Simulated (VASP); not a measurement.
Set up this calculation in VASP 6.6.1, as the native input.

```
Task                   : single point
Functional             : PBE
Dispersion             : D3(BJ)
Potentials or basis    : VASP PAW PBE potentials, release 64 (Sc_sv, Pt)
Cutoff                 : 400 eV
k mesh                 : 3 × 2 × 1
Occupations            : fermi-dirac, width 0.05 eV
Spin                   : no spin polarisation
Dipole correction      : no
Further INCAR settings : ALGO = Normal; EDIFF = 1e-06; NBANDS = 119; NELMDL = -8
```

The structure of Sc18Pt lies in POSCAR:

```
Sc18Pt
1.0
    6.6200000000      0.0000000000      0.0000000000
    4.9650000000      8.5996320000      0.0000000000
    0.0000000000      0.0000000000     16.2761400000
Sc Pt
18 1
Direct
    0.0000000000      0.0000000000      0.0614396000
    0.5000000000      0.0000000000      0.0614396000
    0.0000000000      0.3333333000      0.0614396000
    0.5000000000      0.3333333000      0.0614396000
    0.0000000000      0.6666667000      0.0614396000
    0.5000000000      0.6666667000      0.0614396000
   -0.1653021519      0.2203319040      0.2135861267
    0.3332500769      0.2223758836      0.2087870256
   -0.1670852718      0.5566810260      0.2147966739
    0.3329379241      0.5553586047      0.2136934537
   -0.1640435494      0.8884762614      0.2148415461
    0.3299339374      0.8903422716      0.2139591724
    0.0001837008     -0.0000507266      0.3698263877
    0.4998573698      0.0003187409      0.3655106451
    0.0037010887      0.3318684057      0.3655221992
    0.4983040391      0.3325237571      0.3648391899
    0.0035652991      0.6647188929      0.3688952004
    0.4967613798      0.6682613041      0.3664762692
    0.3349458939      0.2217594677      0.4715150487
```

These files were run (other wordings do the same):

INCAR

```
SYSTEM = Sc18Pt
PREC = Accurate
ENCUT = 400
EDIFF = 1E-6
ISMEAR = -1
SIGMA = 0.05
LREAL = .FALSE.
LASPH = .TRUE.
NELM = 120
ALGO = Normal
ISIF = 2
LWAVE = .FALSE.
LCHARG = .FALSE.
GGA = PE
IVDW = 12
NBANDS = 119
GGA_COMPAT = .FALSE.
NELMDL = -8
```

KPOINTS

```
regular mesh
0
G
  3 2 1
  0 0 0
```

Potentials or basis: VASP PAW PBE potentials, release 64 (Sc_sv, Pt).

The run is started by

```bash
$ cat potpaw_PBE.64/Sc_sv/POTCAR potpaw_PBE.64/Pt/POTCAR > POTCAR
$ mpirun -np 1 vasp_std > vasp.out
```

It gave:

| Quantity | Value |
| --- | --- |
| Largest force | 0.100 eV/Å |
| Band gap on the k mesh | zero (bands 104 and 105 overlap by 0.06 eV) |
| Dispersion energy per atom | -0.283 eV |

Caveat: the k points lie up to 0.37 Å⁻¹ apart; there is no dipole correction, which matters where the two faces differ; spin-orbit coupling is left out, which moves the levels of the heavy elements.

Wall time 45 min on 1 thread of Intel Xeon 8259CL, on a shared host, peak memory 0.79 GiB.
